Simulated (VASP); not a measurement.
Here is a VASP 6.6.1 calculation.

The input INCAR:

```
SYSTEM = ZrC
PREC = Accurate
ENCUT = 520
EDIFF = 1E-7
ISMEAR = 0
SIGMA = 0.15
LREAL = .False.
LASPH = .True.
NELM = 100
ALGO = Normal
ISIF = 2
LWAVE = .False.
LCHARG = .False.
GGA = PS
NBANDS = 15
```

Contents of KPOINTS:

```
Automatic mesh
0
Gamma
  18 18 18
  0 0 0
```

File POSCAR:

```
ZrC
1.0
    0.0000000000      2.3502100000      2.3502100000
    2.3502100000      0.0000000000      2.3502100000
    2.3502100000      2.3502100000      0.0000000000
Zr C
1 1
Direct
    0.5000000000      0.5000000000      0.5000000000
    0.0638240838      0.0638240838     -0.0638240838
```

Potentials or basis: VASP PAW PBE potentials, release 64 (Zr_sv, C).

The run is started by

```sh
$ cat potpaw_PBE.64/Zr_sv/POTCAR potpaw_PBE.64/C/POTCAR > POTCAR
$ mpirun -np 1 vasp_std > vasp.out
```

**Question.** What does it give for the pressure?

**Answer.** 3.5 GPa.

**Question.** What does it give for the band gap on the k mesh?

**Answer.** Zero (band 8 reaches 9.61 eV, above the bottom of band 9 at 8.89 eV).

**Question.** What does it give for the largest force?

**Answer.** 2.844 eV/Å.

Forces in eV/Å, atoms in the order of the input:
```
Zr   0.000  0.000  2.844
C    0.000  0.000 -2.844
```

Caveat: the cell differs from its parent crystal (all C atoms moved -0.300 Å, as atom 2 towards its neighbour atom 1 (Zr) at 2.350 Å); the PAW data sets were made with another functional, which shifts forces and pressure a little.
